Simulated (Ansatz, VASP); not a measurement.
**SrTl: VASP beside Ansatz**

```xyz
2
Lattice="4.2336 0.0000 0.0000 0.0000 4.2336 0.0000 0.0000 0.0000 3.8304" Properties=species:S:1:pos:R:3 pbc="T T T"
Sr    0.0000    0.0000    0.0000
Tl    2.1168    2.1168    1.9152
```

Change from the starting cell: strain +0.050 along x and y, -0.050 along z, atoms carried along.

Alike in both runs: task single point; functional LDA; k mesh 12 × 12 × 12; occupations gaussian, width 0.15 eV; no spin polarisation.

|  | VASP | Ansatz |
| --- | --- | --- |
| version | VASP 6.6.1 | Ansatz 0.2.0 |
| potentials or method | VASP PAW LDA potentials, release 64 (Sr_sv, Tl_d), cutoff 520 eV | scalar-relativistic, plane waves, PAW |
| valence electrons in the cell | 23 | 23 |

```csv
,VASP,Ansatz,Ansatz less VASP
gap on the k mesh at the Fermi level (eV),none,none,-
pressure (GPa),-2.8,-2.9,-0.05
"traceless stress, the component that is largest in VASP (GPa)",1.52,1.52,+0.007
```

LDA's correlation is that of Perdew and Zunger in VASP and of Perdew and Wang (1992) in Ansatz. A gap of «none» marks a metal or a gap that the smearing closes.

Spin-orbit coupling is off throughout.
